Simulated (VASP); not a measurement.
A run of VASP 6.6.1:

File INCAR:

```
SYSTEM = C
  PREC = Accurate
  ENCUT = 600
  EDIFF = 1E-6
  ISMEAR = 0
  SIGMA = 0.01
  LREAL = .FALSE.
  LASPH = .TRUE.
  NELM = 120
  ALGO = Normal
  ISIF = 2
  LWAVE = .FALSE.
  LCHARG = .FALSE.
  NBANDS = 16
  GGA_COMPAT = .FALSE.
```

Contents of KPOINTS:

```
Automatic mesh
0
G
  9 9 6
  0 0 0
```

The input POSCAR:

```
C
1.0
    2.4582055290      0.0000000000      0.0000000000
   -1.2291027645      2.1288684358      0.0000000000
    0.0000000000      0.0000000000      4.0945232323
C
4
Direct
    0.3333333333      0.6666666667     -0.0000515829
    0.6666666667      0.3333333333      0.4999484171
    0.3333333333      0.6666666667      0.3740515829
    0.6666666667      0.3333333333      0.8740515829
```

Potentials or basis: VASP PAW LDA potentials, release 64 (C).

The run is started by

```bash
$ cat potpaw_LDA.64/C/POTCAR > POTCAR
$ mpirun -np 1 vasp_std > vasp.out
```

Hardware: 1 thread of Intel(R) Xeon(R) Platinum 8375C CPU @ 2.90GHz (Ice Lake) (shared host).

Q: Estimate the wall time of this run.

A: It took 9.9 s on 1 thread of Intel(R) Xeon(R) Platinum 8375C CPU @ 2.90GHz (Ice Lake), with other jobs on the host, peak memory 0.13 GiB. Counts: scf iterations 11, k points 48.
